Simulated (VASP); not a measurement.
A run of VASP 6.6.1 is set up as follows.

INCAR

```
ALGO = Normal
EDIFF = 1E-8
ENCUT = 520
ISIF = 2
ISMEAR = -1
LASPH = T
LCHARG = F
LEFG = T
LREAL = F
LWAVE = F
NBANDS = 26
NELM = 100
PREC = Accurate
SIGMA = 0.02
```

Contents of KPOINTS:

```
k-points
0
Gamma
  5 5 6
```

File POSCAR:

```
CuI
1.0
    3.7331675900     -3.7110863700      0.0000000000
    3.7331675900      3.7110863700      0.0000000000
    0.0000000000      0.0000000000      4.4362076001
Cu I
2 2
Direct
    0.4204388300      0.5795611700      0.7500000000
    0.5795611700      0.4204388300      0.2500000000
    0.7700426800      0.2299573200      0.7500000000
    0.2299573200      0.7700426800      0.2500000000
```

Potentials or basis: VASP PAW LDA potentials, release 64 (Cu, I).

The run is started by

```console
$ cat potpaw_LDA.64/Cu/POTCAR potpaw_LDA.64/I/POTCAR > POTCAR
$ mpirun -np 1 vasp_std > vasp.out
```

Q: What does it give for the band gap on the k mesh?

A: 0.91 eV, direct.

Q: What does it give for the pressure?

A: -4.3 GPa.

Stress tensor (GPa, compression positive):
```
-1.41  0.00  0.00
 0.00 -4.64  0.00
 0.00  0.00 -6.93
```

Caveat: the cell differs from its parent crystal (zz strain of +3 %); without QUAD_EFG the Cq values of the log hold for a quadrupole moment of 1 mb, not for the nuclei; spin-orbit coupling is left out, which moves the levels of the heavy elements. A k mesh can miss the band edges.
